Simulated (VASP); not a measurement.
# H2 in VASP: further runs

Aim: see how the results for H2 move with the level of theory and the settings. Levels: PBE, LDA, PBE+D3(BJ). Tasks: single point.

All numbers are computed with VASP 6.6.1; they aren't measurements. Logs are shortened: lines on timing, memory, paths and dates and some standing lists are left out, and cuts for length are marked.

### 1 The cell of the first run

The cell holds a molecule in a box, 2 atoms: a = 11.000 Å, b = 11.500 Å, c = 12.000 Å, α = 90.00°, β = 90.00°, γ = 90.00°.

### 2 Single point, PBE

Input file INCAR:

```
SYSTEM = H
ALGO = Normal
EDIFF = 1E-6
ENCUT = 400
GGA = PE
GGA_COMPAT = .False.
ISIF = 2
ISMEAR = 0
LASPH = .True.
LCHARG = .False.
LREAL = .False.
LWAVE = .False.
NBANDS = 8
NELM = 120
NELMDL = -8
PREC = Accurate
SIGMA = 0.01
```

Input file KPOINTS:

```
k-points
0
Gamma
  1 1 1
  0 0 0
```

Input file POSCAR:

```
H
1.0
   11.0000000000      0.0000000000      0.0000000000
    0.0000000000     11.5000000000      0.0000000000
    0.0000000000      0.0000000000     12.0000000000
H
2
Direct
    0.4545454545      0.4782608696      0.4666567231
    0.4545454545      0.4782608696      0.5291766103
```

Potentials or basis: VASP PAW PBE potentials, release 64 (H).

Command:

```
$ cat potpaw_PBE.64/H/POTCAR > POTCAR
$ mpirun -np 1 vasp_gam > vasp.out
```

OUTCAR:

```text
SYSTEM = H
   EDIFF = 1E-6
   ENCUT = 400
   GGA = PE
   ISIF = 2
   ISMEAR = 0
   LASPH = .True.
   LREAL = .False.
   NELM = 120
   NELMDL = -8
   PREC = Accurate

 ion  position               nearest neighbor table
   1  0.455  0.478  0.467-   2 0.75
   2  0.455  0.478  0.529-   1 0.75

  LATTYP: Found a simple orthorhombic cell.
 ALAT       =    11.0000000000
 B/A-ratio  =     1.0454545455
 C/A-ratio  =     1.0909090909

  Lattice vectors:

 A1 = (  11.0000000000,   0.0000000000,   0.0000000000)
 A2 = (   0.0000000000,  11.5000000000,   0.0000000000)
 A3 = (   0.0000000000,   0.0000000000,  12.0000000000)

Analysis of symmetry for initial positions (statically):
=====================================================================
 Subroutine PRICEL returns:
 Original cell was already a primitive cell.

 Routine SETGRP: Setting up the symmetry group for a
 simple orthorhombic supercell.

 Subroutine GETGRP returns: Found  8 space group operations
 (whereof  1 operations were pure point group operations)
 out of a pool of  8 trial point group operations.

The static configuration has the point symmetry C_1 .
 The point group associated with its full space group is D_2h.

Analysis of symmetry for dynamics (positions and initial velocities):
=====================================================================
 Subroutine PRICEL returns:
 Original cell was already a primitive cell.

 Routine SETGRP: Setting up the symmetry group for a
 simple orthorhombic supercell.

 Subroutine GETGRP returns: Found  8 space group operations
 (whereof  1 operations were pure point group operations)
 out of a pool of  8 trial point group operations.

The dynamic configuration has the point symmetry C_1 .
 The point group associated with its full space group is D_2h.

 Subroutine INISYM returns: Found  8 space group operations
 (whereof  1 operations are pure point group operations),
 and found     1 'primitive' translations

----------------------------------------------------------------------------------------

                                     Primitive cell

  volume of cell :    1518.0000

  direct lattice vectors                    reciprocal lattice vectors
    11.000000000  0.000000000  0.000000000     0.090909091  0.000000000  0.000000000
     0.000000000 11.500000000  0.000000000     0.000000000  0.086956522  0.000000000
     0.000000000  0.000000000 12.000000000     0.000000000  0.000000000  0.083333333

  length of vectors
    11.000000000 11.500000000 12.000000000     0.090909091  0.086956522  0.083333333

  position of ions in fractional coordinates (direct lattice)
     0.454545454  0.478260870  0.466656723
     0.454545454  0.478260870  0.529176610

  ion indices of the primitive-cell ions
   primitive index   ion index
                 1           1
                 2           2

----------------------------------------------------------------------------------------

 KPOINTS: k-points

Automatic generation of k-mesh.
 Grid dimensions read from file:
 generate k-points for:    1    1    1

 Generating k-lattice:

  Cartesian coordinates                     Fractional coordinates (reciprocal lattice)
     0.090909091  0.000000000  0.000000000     1.000000000  0.000000000  0.000000000
     0.000000000  0.086956522  0.000000000     0.000000000  1.000000000  0.000000000
     0.000000000  0.000000000  0.083333333     0.000000000  0.000000000  1.000000000

  Length of vectors
     0.090909091  0.086956522  0.083333333

  Shift w.r.t. Gamma in fractional coordinates (k-lattice)
     0.000000000  0.000000000  0.000000000

 Subroutine IBZKPT returns following result:
 ===========================================

 Found      1 irreducible k-points:

 Following reciprocal coordinates:
            Coordinates               Weight
  0.000000  0.000000  0.000000      1.000000
   k-points           NKPTS =      1   k-points in BZ     NKDIM =      1   number of bands    NBANDS=      8
   number of dos      NEDOS =    301   number of ions     NIONS =      2
   total plane-waves  NPLWV = 460800
   dimension x,y,z NGX =    72 NGY =   80 NGZ =   80
   dimension x,y,z NGXF=   144 NGYF=  160 NGZF=  160
   ions per type =               2
   NGX,Y,Z   is equivalent  to a cutoff of  10.88, 11.56, 11.08 a.u.
   NGXF,Y,Z  is equivalent  to a cutoff of  21.76, 23.13, 22.17 a.u.
 SYSTEM =  H
   PREC   = accura    normal or accurate (medium, high low for compatibility)
   ISTART =      0    job   : 0-new  1-cont  2-samecut
   ICHARG =      2    charge: 1-file 2-atom 10-const
   ISPIN  =      1    spin polarized calculation?
   LNONCOLLINEAR =      F non collinear calculations
   LSORBIT =      F    spin-orbit coupling
   LASPH  =      T    aspherical Exc in radial PAW
   ENCUT  =  400.0 eV  29.40 Ry    5.42 a.u.  17.94 18.75 19.57*2*pi/ulx,y,z
   NELM   =    120;   NELMIN=  2; NELMDL= -8     # of ELM steps
   EDIFF  = 0.1E-05   stopping-criterion for ELM
   LREAL  =      F    real-space projection
   EDIFFG = 0.1E-04   stopping-criterion for IOM
   NSW    =      0    number of steps for IOM
   IBRION =     -1    ionic relax: 0-MD 1-quasi-New 2-CG
   NFREE  =      0    steps in history (QN), initial steepest desc. (CG)
   ISIF   =      2    stress and relaxation
   ISYM   =      2    0-nonsym 1-usesym 2-fastsym
   POTIM  = 0.5000    time-step for ionic-motion
   TEBEG  =    0.0;   TEEND  =   0.0 temperature during run
   PSTRESS=    0.0 pullay stress
   NELECT =       2.0000    total number of electrons
   NUPDOWN=      -1.0000    fix difference up-down
   EMIN   =  10.00;   EMAX   =-10.00  energy-range for DOS
   EFERMI =   0.00;   METHOD = LEGACY
   ISMEAR =     0;   SIGMA  =   0.01  broadening in eV -4-tet -1-fermi 0-gaus
   EFERMI_NEDOS =   21; number of points for ismear=-14 and -15
   IALGO  =     38    algorithm
   IMIX   =      4    mixing-type and parameters
     AMIX     =   0.40;   BMIX     =  1.00
     AMIX_MAG =   1.60;   BMIX_MAG =  1.00
  volume/ion in A,a.u.               =     759.00      5121.98
  Fermi-wavevector in a.u.,A,eV,Ry     =   0.179471  0.339151  0.438241  0.032210
  Thomas-Fermi vector in A             =   0.903340
   LORBIT       =      0    0 simple, 1 ext, 2 COOP (PROOUT), +10 PAW based schemes
   GGA     = PE    functional components
   LHFCALC =     F    Hartree Fock is set to
   AEXX    =    0.0000 exact exchange contribution
   IVDW    =     0    specifies the selected vdW correction
   LEPSILON=     F    determine dielectric tensor
   LRPA    =     F    only Hartree local field effects (RPA)
 non-spin polarized calculation
 Gauss-broadening in eV      SIGMA  =   0.01
  energy-cutoff  :      400.00
  volume of cell :     1518.00
 maximum number of plane-waves:     13783
 NGX is ok and might be reduce to    70
   NGX = 35   NGY = 37   NGZ = 39

 number of electron       2.0000000 magnetization

 Free energy of the ion-electron system (eV)
  ---------------------------------------------------
  ext. energy  EPLUGINS =         0.00000000
  ---------------------------------------------------
  free energy    TOTEN  =        -6.76013206 eV

  energy without entropy =       -6.76013206  energy(sigma->0) =       -6.76013206

 E-fermi : -10.2427     XC(G=0):  -0.2725

 val. band max:      -10.3103677314   @ k =   0.0000   0.0000   0.0000
 cond. band min:      -0.1376951715   @ k =   0.0000   0.0000   0.0000
 fundamental gap:     10.1726725599
 Fermi energy:       -10.2426646097

 k-point     1 :       0.0000    0.0000    0.0000
  band No.  band energies     occupation
      1     -10.3104      2.00000
      2      -0.1377      0.00000
      3       0.2737      0.00000
      4       0.7638      0.00000
      5       0.8363      0.00000
      6       0.9175      0.00000
      7       1.0302      0.00000
      8       1.1324      0.00000

------------------------ aborting loop because EDIFF is reached ----------------------------------------

  FORCE on cell =-STRESS in cart. coord.  units (eV):
  Direction    XX          YY          ZZ          XY          YZ          ZX
  --------------------------------------------------------------------------------------
  -------------------------------------------------------------------------------------
  Total       -0.1225389     -0.1203802     -0.1439545     -0.0000000      0.0000000      0.0000000
  in kB       -0.1293340     -0.1270556     -0.1519372     -0.0000000      0.0000000      0.0000000
  external PRESSURE =      -0.1361089 kB  Pullay stress =       0.0000000 kB

 VOLUME and BASIS-vectors are now :
 -----------------------------------------------------------------------------
  energy-cutoff  :      400.00
  volume of cell :     1518.00
      direct lattice vectors                 reciprocal lattice vectors
    11.000000000  0.000000000  0.000000000     0.090909091  0.000000000  0.000000000
     0.000000000 11.500000000  0.000000000     0.000000000  0.086956522  0.000000000
     0.000000000  0.000000000 12.000000000     0.000000000  0.000000000  0.083333333

 POSITION                                       TOTAL-FORCE (eV/Angst)
 -----------------------------------------------------------------------------------
      5.00000      5.50000      5.59988         0.000000      0.000000     -0.012739
      5.00000      5.50000      6.35012         0.000000      0.000000      0.012739
 -----------------------------------------------------------------------------------
    total drift:                                0.000001     -0.000000     -0.000010

  FREE ENERGIE OF THE ION-ELECTRON SYSTEM (eV)
  ---------------------------------------------------
  free  energy   TOTEN  =        -6.7601320570 eV

  energy  without entropy=       -6.7601320570  energy(sigma->0) =       -6.76013206
```

Run time: 22 s. Hardware: 1 thread of AMD EPYC 9R45 (Zen 5), shared host; peak memory 0.74 GiB.

What came out:

| Property | Result |
| --- | --- |
| Free energy | -6.7601 eV |
| Largest force | 0.013 eV/Å |
| Gap between the frontier levels | 10.17 eV |

Forces on the atoms (eV/Å):
```
H    0.000  0.000 -0.013
H    0.000  0.000  0.013
```

(Part 1 of 2 ends here.)
